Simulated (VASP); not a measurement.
Set up this calculation in VASP 6.6.1, as the native input.

* Task: single point
* Functional: PBE
* Potentials or basis: VASP PAW PBE potentials, release 64 (Ga_d, P)
* Cutoff: 520 eV
* k mesh: 6 × 6 × 4
* Occupations: gaussian, width 0.5 eV
* Spin: no spin polarisation
* Dipole correction: no
* Further INCAR settings: ALGO = Normal; EDIFF = 1e-07; NBANDS = 26

The structure of GaP lies in POSCAR:

```
GaP
1.0
    3.9933436476      0.0000000000      0.0000000000
   -1.9966718238      3.4583370449      0.0000000000
    0.0000000000      0.0000000000      5.9289527048
Ga P
2 2
Direct
    0.3333333333      0.6666666667      0.2500000000
    0.6666666667      0.3333333333      0.7500000000
    0.6666666667      0.3333333333      0.2500000000
    0.3333333333      0.6666666667      0.7500000000
```

These files were run (other wordings do the same):

INCAR

```
PREC = Accurate
ENCUT = 520
EDIFF = 1E-7
ISMEAR = 0
SIGMA = 0.5
LREAL = False
LASPH = True
NELM = 60
ALGO = Normal
ISIF = 2
LWAVE = False
LCHARG = False
GGA = PE
NBANDS = 26
```

KPOINTS

```
Automatic mesh
0
Gamma
  6 6 4
```

Potentials or basis: VASP PAW PBE potentials, release 64 (Ga_d, P).

Launch:

```sh
$ cat potpaw_PBE.64/Ga_d/POTCAR potpaw_PBE.64/P/POTCAR > POTCAR
$ mpirun -np 1 vasp_std > vasp.out
```

Results of the run:

```
Pressure               : 2.4 GPa
Band gap on the k mesh : zero (bands 18 and 19 overlap by 1.16 eV)
```

Caveat: so wide a smearing shifts energies and pressures.

Run time: 50 s on 1 thread of Intel(R) Xeon(R) Platinum 8259CL CPU @ 2.50GHz (Skylake/Cascade Lake) (shared host), peak memory 0.21 GiB.
